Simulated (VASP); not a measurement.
A run of VASP 6.6.1 is set up as follows.

Contents of INCAR:

```
SYSTEM = Li2Se
  PREC = Accurate
  ENCUT = 750
  EDIFF = 1E-6
  ISMEAR = -1
  SIGMA = 0.05
  LREAL = .False.
  LASPH = .True.
  NELM = 120
  ALGO = Normal
  ISIF = 2
  LWAVE = .False.
  LCHARG = .False.
  NBANDS = 13
  GGA_COMPAT = .False.
```

File KPOINTS:

```
Automatic mesh
0
Gamma
  7 7 7
  0 0 0
```

The input POSCAR:

```
Li2Se
1.0
    0.0000000000      3.0420111100      3.0420111100
    3.0420111100      0.0000000000      3.0420111100
    3.0420111100      3.0420111100      0.0000000000
Se Li
1 2
Direct
    0.0000000000      0.0000000000      0.0000000000
    0.7500000000      0.7500000000      0.7500000000
    0.2500000000      0.2500000000      0.2500000000
```

Potentials or basis: VASP PAW LDA potentials, release 64 (Se, Li_sv).

Launch:

```bash
$ cat potpaw_LDA.64/Se/POTCAR potpaw_LDA.64/Li_sv/POTCAR > POTCAR
$ mpirun -np 1 vasp_std > vasp.out
```

(1) Predict the pressure.

(2) What does it give for the band gap on the k mesh?

## Answers

(1) -3.6 GPa.

(2) 2.96 eV (least direct gap 3.05 eV).

Caveat: the cell stands under tension; an odd mesh through Γ misses points on the zone boundary, where band edges can lie.
